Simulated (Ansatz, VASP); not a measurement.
C in VASP and in Ansatz

File POSCAR:

```
C
1.0
    1.2280500000     -2.1270600000      0.0000000000
    1.2280500000      2.1270600000      0.0000000000
    0.0000000000      0.0000000000      7.1732700000
C
4
Direct
    0.0833800000      0.9166200000      0.7531400000
    0.5833800000      0.4166200000      0.2468600000
    0.9166200000      0.0833800000      0.2468600000
    0.4166200000      0.5833800000      0.7531400000
```

Contents of INCAR.step1:

```
SYSTEM = C
PREC = Accurate
ENCUT = 660
ISMEAR = 1
SIGMA = 0.025
LREAL = .FALSE.
LASPH = .TRUE.
NELM = 120
NBANDS = 16
GGA = PE
ALGO = Normal
EDIFF = 1E-5
LWAVE = .TRUE.
LCHARG = .FALSE.
GGA_COMPAT = .FALSE.
```

The input INCAR.step2:

```
SYSTEM = C
PREC = Accurate
ENCUT = 660
EDIFF = 1E-6
ISMEAR = 1
SIGMA = 0.025
LREAL = .FALSE.
LASPH = .TRUE.
NELM = 120
ALGO = Normal
ISIF = 2
LWAVE = .FALSE.
LCHARG = .FALSE.
METAGGA = R2SCAN
LMIXTAU = .TRUE.
NBANDS = 16
ISTART = 1
GGA_COMPAT = .FALSE.
```

Contents of KPOINTS:

```
regular mesh
0
G
  10 10 3
  0 0 0
```

Input for Ansatz:

```yaml
crystal:
  lattice:
    - [1.22805, -2.12706, 0.0]
    - [1.22805, 2.12706, 0.0]
    - [0.0, 0.0, 7.17327]
  atoms:
    - { symbol: C, position: [0.08338, 0.91662, 0.75314] }
    - { symbol: C, position: [0.58338, 0.41662, 0.24686] }
    - { symbol: C, position: [0.91662, 0.08338, 0.24686] }
    - { symbol: C, position: [0.41662, 0.58338, 0.75314] }
kpoints:
  mp_grid:
    grid: [10, 10, 3]
hamiltonian:
  xc: r2scan
scf:
  occupations:
    method: methfessel_paxton
    width: 0.025
output:
  forces: true
  stress: true
```

Alike in both runs: task single point; functional r2SCAN; k mesh 10 × 10 × 3; occupations methfessel-paxton of order 1, width 0.025 eV; no spin polarisation.

|  | VASP | Ansatz |
| --- | --- | --- |
| version | VASP 6.6.1 | Ansatz 0.2.0 |
| potentials or method | VASP PAW PBE potentials, release 64 (C) | plane waves, PAW |
| plane-wave cutoff (eV) | 660 | 500 |
| valence electrons in the cell | 16 | 16 |

```tsv
	VASP	Ansatz	Ansatz less VASP
pressure (GPa)	-0.1	-0.1	-0.03
traceless stress, the component that is largest in VASP (GPa)	-0.41	0.12	+0.524
rms of the force components (eV/Å)	0.010	0.010	-0.0001
```

VASP's potentials were made for PBE, not for r2SCAN. Atom by atom the forces differ by 0.000 eV/Å (rms over components).
